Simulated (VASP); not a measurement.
# BiS (Pm-3m) in VASP: a series of runs

The runs below take BiS through single point, with PBE.

All numbers are computed with VASP 6.6.1; they aren't measurements. Logs are shortened: lines on timing, memory, paths and dates and some standing lists are left out, and cuts for length are marked.

## (1) The cell of the first run

The structure is cubic, space group Pm-3m (No. 221). The conventional cell has a = 3.604 Å, b = 3.604 Å, c = 3.604 Å, α = 90.00°, β = 90.00°, γ = 90.00°. Bi (site symmetry m-3m) has 8 S at 3.12 Å and 6 Bi at 3.60 Å within 4.1 Å. Within 4.1 Å of S (site symmetry m-3m) lie 8 Bi at 3.12 Å and 6 S at 3.60 Å.

## (2) Single point, PBE (volume scaled by 1.020)

The input, INCAR:

```
PREC = Accurate
ENCUT = 520
EDIFF = 1E-6
ISMEAR = 0
SIGMA = 0.05
LREAL = F
LASPH = T
NELM = 60
ALGO = Normal
ISIF = 2
LWAVE = F
LCHARG = F
GGA = PE
NBANDS = 18
```

The input, KPOINTS:

```
regular mesh
0
Gamma
  10 10 10
```

The input, POSCAR:

```
BiS
1.0
    3.6035353059      0.0000000000      0.0000000000
    0.0000000000      3.6035353059      0.0000000000
    0.0000000000      0.0000000000      3.6035353059
Bi S
1 1
Direct
    0.0000000000      0.0000000000      0.0000000000
    0.5000000000      0.5000000000      0.5000000000
```

Potentials or basis: VASP PAW PBE potentials, release 64 (Bi_d, S).

Command:

```bash
cat potpaw_PBE.64/Bi_d/POTCAR potpaw_PBE.64/S/POTCAR > POTCAR
mpirun -np 1 vasp_std > vasp.out
```

OUTCAR:

```text
PREC = Accurate
   ENCUT = 520
   EDIFF = 1E-6
   ISMEAR = 0
   LREAL = F
   LASPH = T
   NELM = 60
   ISIF = 2
   GGA = PE

 ion  position               nearest neighbor table
   1  0.000  0.000  0.000-   2 3.12   2 3.12   2 3.12   2 3.12   2 3.12   2 3.12   2 3.12   2 3.12

   2  0.500  0.500  0.500-   1 3.12   1 3.12   1 3.12   1 3.12   1 3.12   1 3.12   1 3.12   1 3.12

  LATTYP: Found a simple cubic cell.
 ALAT       =     3.6035353059

  Lattice vectors:

 A1 = (   3.6035353059,   0.0000000000,   0.0000000000)
 A2 = (   0.0000000000,   3.6035353059,   0.0000000000)
 A3 = (   0.0000000000,   0.0000000000,   3.6035353059)

Analysis of symmetry for initial positions (statically):
=====================================================================
 Subroutine PRICEL returns:
 Original cell was already a primitive cell.

 Routine SETGRP: Setting up the symmetry group for a
 simple cubic supercell.

 Subroutine GETGRP returns: Found 48 space group operations
 (whereof 48 operations were pure point group operations)
 out of a pool of 48 trial point group operations.

The static configuration has the point symmetry O_h .

Analysis of symmetry for dynamics (positions and initial velocities):
=====================================================================
 Subroutine PRICEL returns:
 Original cell was already a primitive cell.

 Routine SETGRP: Setting up the symmetry group for a
 simple cubic supercell.

 Subroutine GETGRP returns: Found 48 space group operations
 (whereof 48 operations were pure point group operations)
 out of a pool of 48 trial point group operations.

The dynamic configuration has the point symmetry O_h .

 Subroutine INISYM returns: Found 48 space group operations
 (whereof 48 operations are pure point group operations),
 and found     1 'primitive' translations

----------------------------------------------------------------------------------------

                                     Primitive cell

  volume of cell :      46.7936

  direct lattice vectors                    reciprocal lattice vectors
     3.603535306  0.000000000  0.000000000     0.277505259  0.000000000  0.000000000
     0.000000000  3.603535306  0.000000000     0.000000000  0.277505259  0.000000000
     0.000000000  0.000000000  3.603535306     0.000000000  0.000000000  0.277505259

  length of vectors
     3.603535306  3.603535306  3.603535306     0.277505259  0.277505259  0.277505259

  position of ions in fractional coordinates (direct lattice)
     0.000000000  0.000000000  0.000000000
     0.500000000  0.500000000  0.500000000

  ion indices of the primitive-cell ions
   primitive index   ion index
                 1           1
                 2           2

----------------------------------------------------------------------------------------

 KPOINTS: regular mesh

Automatic generation of k-mesh.
 Grid dimensions read from file:
 generate k-points for:   10   10   10

 Generating k-lattice:

  Cartesian coordinates                     Fractional coordinates (reciprocal lattice)
     0.027750526  0.000000000  0.000000000     0.100000000  0.000000000  0.000000000
     0.000000000  0.027750526  0.000000000     0.000000000  0.100000000  0.000000000
     0.000000000  0.000000000  0.027750526     0.000000000  0.000000000  0.100000000

  Length of vectors
     0.027750526  0.027750526  0.027750526

  Shift w.r.t. Gamma in fractional coordinates (k-lattice)
     0.000000000  0.000000000  0.000000000

 Subroutine IBZKPT returns following result:
 ===========================================

 Found     56 irreducible k-points:

 Following reciprocal coordinates:
            Coordinates               Weight
  0.000000  0.000000  0.000000      1.000000
  0.100000  0.000000  0.000000      6.000000
  0.200000  0.000000  0.000000      6.000000
  0.300000  0.000000  0.000000      6.000000
  0.400000  0.000000  0.000000      6.000000
  0.500000  0.000000  0.000000      3.000000
[... 16 lines left out ...]
  0.200000  0.100000  0.100000     24.000000
  0.300000  0.100000  0.100000     24.000000
 [... further k-points ...]
   k-points           NKPTS =     56   k-points in BZ     NKDIM =     56   number of bands    NBANDS=     18
   number of dos      NEDOS =    301   number of ions     NIONS =      2
   total plane-waves  NPLWV =  21952
   dimension x,y,z NGX =    28 NGY =   28 NGZ =   28
   dimension x,y,z NGXF=    56 NGYF=   56 NGZF=   56
   ions per type =               1   1
   NGX,Y,Z   is equivalent  to a cutoff of  12.92, 12.92, 12.92 a.u.
   NGXF,Y,Z  is equivalent  to a cutoff of  25.84, 25.84, 25.84 a.u.
 SYSTEM =  unknown system
   PREC   = accura    normal or accurate (medium, high low for compatibility)
   ISTART =      0    job   : 0-new  1-cont  2-samecut
   ICHARG =      2    charge: 1-file 2-atom 10-const
   ISPIN  =      1    spin polarized calculation?
   LNONCOLLINEAR =      F non collinear calculations
   LSORBIT =      F    spin-orbit coupling
   LASPH  =      T    aspherical Exc in radial PAW
   ENCUT  =  520.0 eV  38.22 Ry    6.18 a.u.   6.70  6.70  6.70*2*pi/ulx,y,z
   NELM   =     60;   NELMIN=  2; NELMDL= -5     # of ELM steps
   EDIFF  = 0.1E-05   stopping-criterion for ELM
   LREAL  =      F    real-space projection
   EDIFFG = 0.1E-04   stopping-criterion for IOM
   NSW    =      0    number of steps for IOM
   IBRION =     -1    ionic relax: 0-MD 1-quasi-New 2-CG
   NFREE  =      0    steps in history (QN), initial steepest desc. (CG)
   ISIF   =      2    stress and relaxation
   ISYM   =      2    0-nonsym 1-usesym 2-fastsym
   POTIM  = 0.5000    time-step for ionic-motion
   TEBEG  =    0.0;   TEEND  =   0.0 temperature during run
   PSTRESS=    0.0 pullay stress
   NELECT =      21.0000    total number of electrons
   NUPDOWN=      -1.0000    fix difference up-down
   EMIN   =  10.00;   EMAX   =-10.00  energy-range for DOS
   EFERMI =   0.00;   METHOD = LEGACY
   ISMEAR =     0;   SIGMA  =   0.05  broadening in eV -4-tet -1-fermi 0-gaus
   EFERMI_NEDOS =   21; number of points for ismear=-14 and -15
   IALGO  =     38    algorithm
   IMIX   =      4    mixing-type and parameters
     AMIX     =   0.40;   BMIX     =  1.00
     AMIX_MAG =   1.60;   BMIX_MAG =  1.00
  volume/ion in A,a.u.               =      23.40       157.89
  Fermi-wavevector in a.u.,A,eV,Ry     =   1.253389  2.368561 21.374528  1.570984
  Thomas-Fermi vector in A             =   2.387244
   LORBIT       =      0    0 simple, 1 ext, 2 COOP (PROOUT), +10 PAW based schemes
   GGA     = PE    functional components
   LHFCALC =     F    Hartree Fock is set to
   AEXX    =    0.0000 exact exchange contribution
   IVDW    =     0    specifies the selected vdW correction
   LEPSILON=     F    determine dielectric tensor
   LRPA    =     F    only Hartree local field effects (RPA)
 non-spin polarized calculation
 Gauss-broadening in eV      SIGMA  =   0.05
  energy-cutoff  :      520.00
  volume of cell :       46.79
 maximum number of plane-waves:      1328
 NGX is ok and might be reduce to    28
   NGX = 13   NGY = 13   NGZ = 13

 number of electron      20.9999988 magnetization

 Free energy of the ion-electron system (eV)
  ---------------------------------------------------
  ext. energy  EPLUGINS =         0.00000000
  ---------------------------------------------------
  free energy    TOTEN  =        -7.95814263 eV

  energy without entropy =       -7.95738020  energy(sigma->0) =       -7.95776142

 E-fermi :   8.1346     XC(G=0): -10.5736

 val. band max:        8.1298674671   @ k =   0.3000   0.3000   0.3000
 cond. band min:       8.2132993297   @ k =   0.5000   0.4000   0.3000
 fundamental gap:      0.0834318626
 Fermi energy:         8.1345775020

 k-point     1 :       0.0000    0.0000    0.0000
  band No.  band energies     occupation
      1     -15.6334      2.00000
      2     -15.6334      2.00000
      3     -15.5054      2.00000
      4     -15.5054      2.00000
      5     -15.5054      2.00000
      6      -7.0440      2.00000
[... 10 lines left out ...]
     17      19.5282      0.00000
     18      19.5282      0.00000

 k-point     2 :       0.1000    0.0000    0.0000
  band No.  band energies     occupation
      1     -15.6330      2.00000
      2     -15.6238      2.00000
      3     -15.5085      2.00000
      4     -15.5085      2.00000
      5     -15.5052      2.00000
      6      -6.9442      2.00000
[... 10 lines left out ...]
     17      19.3035      0.00000
     18      19.5361      0.00000

 k-point     3 :       0.2000    0.0000    0.0000
  band No.  band energies     occupation
      1     -15.6319      2.00000
      2     -15.5985      2.00000
      3     -15.5165      2.00000
      4     -15.5165      2.00000
      5     -15.5044      2.00000
      6      -6.6488      2.00000
[... 10 lines left out ...]
     17      19.1999      0.00000
     18      19.4833      0.00000

 k-point     4 :       0.3000    0.0000    0.0000
  band No.  band energies     occupation
      1     -15.6305      2.00000
      2     -15.5671      2.00000
      3     -15.5263      2.00000
      4     -15.5263      2.00000
      5     -15.5035      2.00000
      6      -6.1739      2.00000
[... 10 lines left out ...]
     17      19.5238      0.00000
     18      19.5698      0.00000

 k-point     5 :       0.4000    0.0000    0.0000
  band No.  band energies     occupation
      1     -15.6293      2.00000
      2     -15.5417      2.00000
      3     -15.5342      2.00000
      4     -15.5342      2.00000
      5     -15.5027      2.00000
      6      -5.5719      2.00000
[... 10 lines left out ...]
     17      19.6216      0.00000
     18      20.2038      0.00000

 k-point     6 :       0.5000    0.0000    0.0000
  band No.  band energies     occupation
      1     -15.6288      2.00000
      2     -15.5372      2.00000
      3     -15.5372      2.00000
      4     -15.5320      2.00000
      5     -15.5024      2.00000
      6      -5.1494      2.00000
[... 10 lines left out ...]
     17      20.2660      0.00000
     18      20.8963      0.00000

 k-point     7 :       0.1000    0.1000    0.0000
  band No.  band energies     occupation
      1     -15.6280      2.00000
      2     -15.6187      2.00000
      3     -15.5117      2.00000
      4     -15.5084      2.00000
      5     -15.5081      2.00000
      6      -6.8451      2.00000
[... 10 lines left out ...]
     17      18.6491      0.00000
     18      20.2195      0.00000

 k-point     8 :       0.2000    0.1000    0.0000
  band No.  band energies     occupation
      1     -15.6251      2.00000
      2     -15.5950      2.00000
      3     -15.5200      2.00000
      4     -15.5161      2.00000
      5     -15.5074      2.00000
      6      -6.5521      2.00000
[... 10 lines left out ...]
     17      18.2594      0.00000
     18      19.3658      0.00000
[... 229 lines left out ...]
     17      17.0202      0.00000
     18      19.8935      0.00000

 k-point    20 :       0.5000    0.4000    0.0000
  band No.  band energies     occupation
      1     -15.5816      2.00000
      2     -15.5794      2.00000
      3     -15.5330      2.00000
      4     -15.5297      2.00000
      5     -15.4807      2.00000
      6      -4.4587      2.00000
[... 10 lines left out ...]
     17      16.4446      0.00000
     18      20.3303      0.00000

 k-point    21 :       0.5000    0.5000    0.0000
  band No.  band energies     occupation
      1     -15.5838      2.00000
      2     -15.5790      2.00000
      3     -15.5326      2.00000
      4     -15.5326      2.00000
      5     -15.4728      2.00000
      6      -4.3685      2.00000
[... 10 lines left out ...]
     17      16.0201      0.00000
     18      21.5472      0.00000

 k-point    22 :       0.1000    0.1000    0.1000
  band No.  band energies     occupation
      1     -15.6183      2.00000
      2     -15.6183      2.00000
      3     -15.5118      2.00000
      4     -15.5112      2.00000
      5     -15.5112      2.00000
      6      -6.7467      2.00000
[... 10 lines left out ...]
     17      18.5032      0.00000
     18      19.3103      0.00000

 k-point    23 :       0.2000    0.1000    0.1000
  band No.  band energies     occupation
      1     -15.6172      2.00000
      2     -15.5928      2.00000
      3     -15.5200      2.00000
      4     -15.5193      2.00000
      5     -15.5105      2.00000
      6      -6.4563      2.00000
[... 10 lines left out ...]
     17      18.2914      0.00000
     18      19.6961      0.00000

 k-point    24 :       0.3000    0.1000    0.1000
  band No.  band energies     occupation
      1     -15.6158      2.00000
      2     -15.5612      2.00000
      3     -15.5303      2.00000
      4     -15.5293      2.00000
      5     -15.5095      2.00000
      6      -5.9923      2.00000
[... 10 lines left out ...]
     17      17.6914      0.00000
     18      19.6938      0.00000

 [... further k-points ...]
[... 5 lines left out ...]
  --------------------------------------------------------------------------------------
  -------------------------------------------------------------------------------------
  Total       -0.4268020     -0.4268020     -0.4268020      0.0000000      0.0000000     -0.0000000
  in kB      -14.6133817    -14.6133817    -14.6133817      0.0000000      0.0000000     -0.0000000
  external PRESSURE =     -14.6133817 kB  Pullay stress =       0.0000000 kB

 VOLUME and BASIS-vectors are now :
 -----------------------------------------------------------------------------
  energy-cutoff  :      520.00
  volume of cell :       46.79
      direct lattice vectors                 reciprocal lattice vectors
     3.603535306  0.000000000  0.000000000     0.277505259  0.000000000  0.000000000
     0.000000000  3.603535306  0.000000000     0.000000000  0.277505259  0.000000000
     0.000000000  0.000000000  3.603535306     0.000000000  0.000000000  0.277505259

 POSITION                                       TOTAL-FORCE (eV/Angst)
 -----------------------------------------------------------------------------------
      0.00000      0.00000      0.00000         0.000000      0.000000      0.000000
      1.80177      1.80177      1.80177         0.000000      0.000000      0.000000
 -----------------------------------------------------------------------------------
    total drift:                               -0.000000      0.000000      0.000000

  FREE ENERGIE OF THE ION-ELECTRON SYSTEM (eV)
  ---------------------------------------------------
  free  energy   TOTEN  =        -7.9581426348 eV

  energy  without entropy=       -7.9573801975  energy(sigma->0) =       -7.95776142
```

Wall time 25 s (1 thread of Intel Xeon Platinum 8375C at 2.90GHz (Ice Lake), shared host); peak memory 0.18 GiB.

Results:

- Free energy: -7.9581 eV
- Pressure: -1.5 GPa

Caveat: spin-orbit coupling is left out, which moves the levels of the heavy elements.

## (3) Single point, PBE (volume scaled by 1.040)

The input, INCAR:

```
SYSTEM = BiS
PREC = Accurate
ENCUT = 520
EDIFF = 1E-6
ISMEAR = 0
SIGMA = 0.05
LREAL = .False.
LASPH = .True.
NELM = 80
ALGO = Normal
ISIF = 2
LWAVE = .False.
LCHARG = .True.
GGA = PE
LELF = .True.
LVHAR = .True.
NBANDS = 18
```

The input, KPOINTS:

```
Automatic mesh
0
Gamma
  10 10 10
  0 0 0
```

The input, POSCAR:

```
BiS
1.0
    3.6269355415      0.0000000000      0.0000000000
    0.0000000000      3.6269355415      0.0000000000
    0.0000000000      0.0000000000      3.6269355415
Bi S
1 1
Direct
    0.0000000000      0.0000000000      0.0000000000
    0.5000000000      0.5000000000      0.5000000000
```

Potentials or basis: VASP PAW PBE potentials, release 64 (Bi_d, S).

Command:

```bash
cat potpaw_PBE.64/Bi_d/POTCAR potpaw_PBE.64/S/POTCAR > POTCAR
mpirun -np 1 vasp_std > vasp.out
```

It took 26 s on 1 thread of Intel Xeon Platinum 8375C at 2.90GHz (Ice Lake), shared host; peak memory 0.18 GiB.

The run converged. Its results:

| Property | Result |
| --- | --- |
| Free energy | -7.9466 eV |
| Pressure | -2.7 GPa |

Levels at points of the mesh, in eV from the Fermi level:
```csv
k point,band 6,band 7,band 8,band 9,band 10,band 11,band 12,band 13,band 14,band 15
"(0.00, 0.00, 0.00)",-15.02,-9.46,-3.08,-3.08,-3.08,3.85,3.85,4.11,4.11,4.11
"(0.50, 0.00, 0.00)",-13.18,-12.07,-1.98,-1.78,-1.76,-1.76,1.50,1.50,5.48,7.23
"(0.50, 0.50, 0.00)",-12.45,-10.76,-6.10,-6.10,-1.49,2.24,2.24,3.08,5.77,7.36
"(0.50, 0.50, 0.50)",-12.11,-9.73,-3.79,-3.79,-3.79,-2.68,-2.68,-2.68,12.25,12.25
```

Caveat: spin-orbit coupling is left out, which moves the levels of the heavy elements.
